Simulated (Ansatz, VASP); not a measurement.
## Al5GaP6: VASP beside Ansatz

```
CELL_PARAMETERS angstrom
6.72639 0.00000 0.00000
-3.36320 5.82523 0.00000
0.00000 0.00000 6.38489
ATOMIC_POSITIONS crystal
Al 0.33353 0.33353 0.99996
Al 0.00000 0.66647 0.99996
Al 0.66647 0.00000 0.99996
Al 0.66667 0.33333 0.50013
Al 0.33333 0.66667 0.50013
Ga 0.00000 0.00000 0.50141
P 0.33362 0.33362 0.37441
P 0.00000 0.66638 0.37441
P 0.66638 0.00000 0.37441
P 0.66667 0.33333 0.87449
P 0.33333 0.66667 0.87449
P 0.00000 0.00000 0.87625
```

Alike in both runs: functional PBE; k mesh 3 × 3 × 4; occupations gaussian, width 0.1 eV; no spin polarisation.

Ansatz relaxed the structure, and its values are those at the end. VASP's run is a single point on that final structure, the one shown.

|  | VASP | Ansatz |
| --- | --- | --- |
| version | VASP 6.6.1 | Ansatz 0.2.0 |
| potentials or method | VASP PAW PBE potentials, release 64 (Al, Ga_d, P), cutoff 520 eV | scalar-relativistic, plane waves, PAW |
| valence electrons in the cell | 58 | 58 |

Ansatz gave:

- gap on the k mesh at the Fermi level (eV): 1.73
- least direct gap on the mesh (eV): 2.13
- pressure (GPa): 0.1
- rms of the force components (eV/Å): 0.003

Question: Which values does VASP return?

Answer: gap on the k mesh at the Fermi level (eV): 1.73; least direct gap on the mesh (eV): 2.13; pressure (GPa): 0.1; rms of the force components (eV/Å): 0.004.

The functional is the same, so the differences come from potentials, cutoffs and numerics.
